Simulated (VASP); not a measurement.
Input of a VASP 6.6.1 run:

The input POSCAR:

```
ScAl3
1.0
    4.1810458478      0.0000000000      0.0000000000
    0.0000000000      4.1810458478      0.0000000000
    0.0000000000      0.0000000000      4.1810458478
Sc Al
1 3
Direct
    0.0000000000      0.0000000000      0.0000000000
    0.5000000000      0.0000000000      0.5000000000
    0.0000000000      0.5000000000      0.5000000000
    0.5000000000      0.5000000000      0.0000000000
```

File INCAR.step1:

```
PREC = Accurate ; ENCUT = 520
ISMEAR = -1 ; SIGMA = 0.1
LREAL = False ; LASPH = True
NELM = 60 ; NBANDS = 18
GGA = PE ; ALGO = Normal
EDIFF = 1E-4 ; LWAVE = True
LCHARG = False
```

Contents of INCAR.step2:

```
PREC = Accurate ; ENCUT = 520
EDIFF = 1E-7 ; ISMEAR = -1
SIGMA = 0.1 ; LREAL = False
LASPH = True ; NELM = 60
ALGO = Normal ; ISIF = 2
LWAVE = False ; LCHARG = False
METAGGA = R2SCAN ; LMIXTAU = True
NBANDS = 18 ; ISTART = 1
```

The input KPOINTS:

```
Automatic mesh
0
Gamma
  7 7 7
```

Potentials or basis: VASP PAW PBE potentials, release 64 (Sc_sv, Al).

The run is started by

```console
$ cat potpaw_PBE.64/Sc_sv/POTCAR potpaw_PBE.64/Al/POTCAR > POTCAR
$ cp INCAR.step1 INCAR
$ mpirun -np 1 vasp_std > vasp.out
$ cp INCAR.step2 INCAR
$ mpirun -np 1 vasp_std > vasp.out
```

**Question.** Estimate the pressure.

**Answer.** -5.7 GPa.

**Question.** Predict the band gap on the k mesh.

**Answer.** Zero (bands 10 and 11 overlap by 3.70 eV).

Caveat: the cell stands under tension; the PAW data sets were made with another functional, which shifts forces and pressure a little.
